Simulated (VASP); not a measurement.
Wanted: the native input for a VASP 6.6.1 run.

```yaml
Task: single point
Functional: PBEsol
Potentials_or_basis: VASP PAW PBE potentials, release 64 (Ge_d)
Cutoff: 520 eV
k_mesh: 12 × 12 × 12
Occupations: fermi-dirac, width 0.1 eV
Spin: no spin polarisation
Dipole_correction: no
Further_INCAR_settings: ALGO = Normal; EDIFF = 1e-07; NBANDS = 21
```

The structure of Ge lies in POSCAR:

```
Ge
1.0
    3.8998410000      0.0000000000      0.0000000000
   -2.8983834784      2.6092399348      0.0000000000
   -0.5007284999     -1.3046192877      3.6408789198
Ge
2
Direct
    0.2500000000      0.7500000000      0.5000000000
    0.5000000000      0.5000000000      0.0000000000
```

One way to write it, as run:

INCAR

```
PREC = Accurate
ENCUT = 520
EDIFF = 1E-7
ISMEAR = -1
SIGMA = 0.1
LREAL = F
LASPH = T
NELM = 80
ALGO = Normal
ISIF = 2
LWAVE = F
LCHARG = F
GGA = PS
NBANDS = 21
```

KPOINTS

```
Automatic mesh
0
Gamma
  12 12 12
```

Potentials or basis: VASP PAW PBE potentials, release 64 (Ge_d).

Run with:

```sh
$ cat potpaw_PBE.64/Ge_d/POTCAR > POTCAR
$ mpirun -np 1 vasp_std > vasp.out
```

It gave:

```yaml
Pressure: -0.7 GPa
Band_gap_on_the_k_mesh: zero (bands 14 and 15 overlap by 5.10 eV)
```

Caveat: the PAW data sets were made with another functional, which shifts forces and pressure a little.

It took 110 s on 1 thread of Intel(R) Xeon(R) Platinum 8259CL CPU @ 2.50GHz (Skylake/Cascade Lake), with other jobs on the host, peak memory 0.24 GiB.
